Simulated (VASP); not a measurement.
A run of VASP 6.6.1 is set up as follows.

The input INCAR:

```
PREC = Accurate
ENCUT = 600
EDIFF = 1E-6
ISMEAR = -1
SIGMA = 0.05
LREAL = F
LASPH = T
NELM = 150
ALGO = Normal
ISIF = 3
LWAVE = F
LCHARG = F
ISPIN = 2
MAGMOM = 0 3
LORBIT = 11
LMAXMIX = 4
GGA = RP
IBRION = 2
NSW = 60
EDIFFG = -0.01
```

Contents of KPOINTS:

```
regular mesh
0
Gamma
  10 10 7
```

POSCAR

```
FePt
1.0
    2.7235000000      0.0000000000      0.0000000000
    0.0000000000      2.7235000000      0.0000000000
    0.0000000000      0.0000000000      3.7200000000
Pt Fe
1 1
Direct
    0.5000000000      0.5000000000      0.5000000000
    0.0000000000      0.0000000000      0.0000000000
```

Potentials or basis: VASP PAW PBE potentials, release 64 (Pt, Fe).

The run is started by

```bash
$ cat potpaw_PBE.64/Pt/POTCAR potpaw_PBE.64/Fe/POTCAR > POTCAR
$ mpirun -np 1 vasp_std > vasp.out
```

Problem. What does it give for the site moments?

Solution. Pt +0.34; Fe +3.02 μB.

Problem. What does it give for the space group after relaxing (to 0.1 Å)?

Solution. P4/mmm (No. 123).

Problem. Estimate the net moment.

Solution. 3.37 μB per cell.

Problem. Predict the relaxed cell.

Solution. a = 2.757 Å, b = 2.757 Å, c = 3.775 Å, α = 90.00°, β = 90.00°, γ = 90.00°.

Final structure:
```
CELL_PARAMETERS angstrom
2.75736 0.00000 0.00000
0.00000 2.75736 0.00000
0.00000 0.00000 3.77482
ATOMIC_POSITIONS crystal
Pt 0.50000 0.50000 0.50000
Fe 0.00000 0.00000 0.00000
```

 Zero-point motion and thermal expansion aren't in these numbers.
